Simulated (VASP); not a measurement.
# Se: single point with LDA

Se:

```
CELL_PARAMETERS angstrom
-1.62302 1.62302 1.62302
1.62302 -1.62302 1.62302
1.62302 1.62302 -1.62302
ATOMIC_POSITIONS crystal
Se 0.00000 0.00000 0.00000
```

This isn't the form of Se at room conditions, which is trigonal, of chains.

* Program: VASP 6.6.1
* Task: single point
* Functional: LDA
* Potentials or basis: VASP PAW LDA potentials, release 64 (Se)
* Cutoff: 520 eV
* k mesh: 15 × 15 × 15
* Occupations: fermi-dirac, width 0.08 eV
* Spin: no spin polarisation

| Property | Result |
| --- | --- |
| Pressure | 12.0 GPa |
| Band gap on the k mesh | zero (bands 3 and 4 overlap by 7.78 eV) |

Levels at points of the mesh, in eV from the Fermi level:
```
           k point  band 1  band 2  band 3  band 4  band 5  band 6  band 7
(0.00, 0.00, 0.00)  -17.83    3.91    3.91    3.91   12.87   12.87   12.87
```

Wall time 4.4 s on 1 thread of Intel(R) Xeon(R) 6975P-C (Granite Rapids), on a shared host, peak memory 0.13 GiB.

Caveat: the cell stands under pressure.
